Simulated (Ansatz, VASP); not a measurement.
## Si: VASP beside Ansatz

```
CELL_PARAMETERS angstrom
-1.60189 1.60189 1.60189
1.60189 -1.60189 1.60189
1.60189 1.60189 -1.60189
ATOMIC_POSITIONS crystal
Si 0.00000 0.00000 0.00000
```

Alike in both runs: functional BLYP; k mesh 14 × 14 × 14; occupations fermi-dirac, width 0.1 eV; no spin polarisation.

Ansatz relaxed the structure, and its values are those at the end. VASP's run is a single point on that final structure, the one shown.

|  | VASP | Ansatz |
| --- | --- | --- |
| version | VASP 6.6.1 | Ansatz 0.2.0 |
| potentials or method | VASP PAW PBE potentials, release 64 (Si), cutoff 520 eV | plane waves (420 eV) with PAW, scalar-relativistic |
| valence electrons in the cell | 4 | 4 |

```csv
,VASP,Ansatz,Ansatz less VASP
pressure (GPa),0.3,0.0,-0.32
```

VASP's potentials were made for PBE, not for BLYP.
